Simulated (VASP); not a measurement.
# Al13Cu11: single point with PBE

The system is Al13Cu11.

```
Al Cu
1.0
     7.14523    0.02721   -0.27959
     0.02721    7.04592    0.04167
    -0.27959    0.04167    7.03138
Al Cu
13 11
Direct
  0.36761 0.87157 0.16985
  0.49866 0.57697 0.28253
  0.38256 0.00563 0.82025
  0.53673 0.81131 0.51999
  0.11687 0.09355 0.63447
  0.58564 0.32520 0.87642
  0.29812 0.23490 0.08276
  0.81548 0.52872 0.56572
  0.80807 0.19436 0.39800
  0.16833 0.67591 0.50687
  0.45175 0.18022 0.41060
  0.96596 0.15216 0.94737
  0.65638 0.04707 0.09264
  0.86021 0.90785 0.45597
  0.40106 0.59289 0.89968
  0.99559 0.80800 0.78503
  0.10540 0.07689 0.28776
  0.45398 0.52020 0.60777
  0.70248 0.03595 0.70633
  0.08357 0.48982 0.84914
  0.82965 0.43078 0.12809
  0.69628 0.68302 0.83936
  0.15723 0.47747 0.18330
  0.94375 0.79061 0.12816
```

| Item | Value |
| --- | --- |
| Program | VASP 6.6.1 |
| Task | single point |
| Functional | PBE |
| Potentials or basis | VASP PAW PBE potentials, release 64 (Al, Cu) |
| Cutoff | 520 eV |
| k mesh | 1 × 1 × 1, shifted |
| Occupations | fermi-dirac, width 0.1413 eV |
| Spin | no spin polarisation |
| Dipole correction | no |
| Further INCAR settings | LREAL = Auto; ALGO = Normal; EDIFF = 1e-06; NBANDS = 98; ISYM = 0 |

```yaml
Pressure: 9.0 GPa
Largest_force: 4.003 eV/Å
Band_gap_on_the_k_mesh: 0.24 eV
```

Forces on the atoms (eV/Å):
```
Al  -1.827  0.200 -0.151
Al   0.933 -3.099 -1.925
Al   1.808 -1.460  0.368
Al   0.181  2.196  0.431
Al  -1.036  1.101 -1.735
Al   0.820  0.267 -0.746
Al   1.741 -0.222 -1.457
Al   0.389 -0.274 -0.604
Al  -0.070  4.000 -0.161
Al  -0.762  0.459 -0.137
Al  -0.668  0.256  1.357
Al  -0.509  0.101  0.492
Al   0.635 -1.005  0.319
Cu   1.137 -3.670 -0.365
Cu  -1.772  1.186  2.669
Cu   0.550  0.330 -0.132
Cu   0.093 -0.275 -0.057
Cu   0.048 -2.343 -0.997
Cu  -0.156  0.777  0.909
Cu  -0.766 -0.914 -0.684
Cu  -0.770  0.361  0.126
Cu   0.514  0.159  0.846
Cu  -0.512  2.062  1.402
Cu   0.000 -0.194  0.230
```

Stress tensor (GPa, compression positive):
```
 8.46 -3.28 -1.38
-3.28 11.05 -2.97
-1.38 -2.97  7.58
```

Levels at points of the mesh, in eV from the valence-band top:
```csv
k point,band 76,band 77,band 78,band 79,band 80,band 81,band 82,band 83,band 84,band 85
"(0.25, 0.25, 0.25)",-0.94,-0.69,-0.55,-0.13,0.00,0.24,0.62,0.68,1.02,1.14
```

Wall time 100 s on 1 thread of Intel(R) Xeon(R) Platinum 8488C (Sapphire Rapids), on a shared host, peak memory 0.37 GiB.

Caveat: the k points lie up to 0.90 Å⁻¹ apart.
